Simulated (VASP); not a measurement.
TiCo3:

```xyz
4
Lattice="3.8005 0.0000 0.0000 0.0000 3.8005 0.0000 0.0000 0.0000 3.8005" Properties=species:S:1:pos:R:3 pbc="T T T"
Ti    0.0000    0.0000    0.0000
Co    0.0000    1.9002    1.9002
Co    1.9002    0.0000    1.9002
Co    1.9002    1.9002    0.0000
```

Base run:

* Program: VASP 6.6.1
* Functional: PBEsol
* Potentials or basis: VASP PAW PBE potentials, release 64 (Ti_sv, Co)
* Cutoff: 520 eV
* k mesh: 12 × 12 × 12
* Occupations: gaussian, width 0.15 eV
* Spin: collinear spin, ferromagnetic start
* Starting moments: [0.5, 1.1, 1.1, 1.1] μB
* Fixed moment: 3.8 μB

Its results: pressure -25.0 GPa; site moments Ti -0.47; Co +1.47 μB.

Task: The run is repeated on the same cell with these changes: fixed moment from 3.8 μB to 6.84 μB; moments at the start from [0.5, 1.1, 1.1, 1.1] to [0.9, 1.98, 1.98, 1.98]. What comes out?

Result: Pressure -14.9 GPa; site moments Ti +0.48; Co +2.03 μB.

Caveats: the cell stands under tension; the PAW data sets were made with another functional, which shifts forces and pressure a little; the total moment is fixed, so each spin has its own Fermi level and the state may be an excited one.
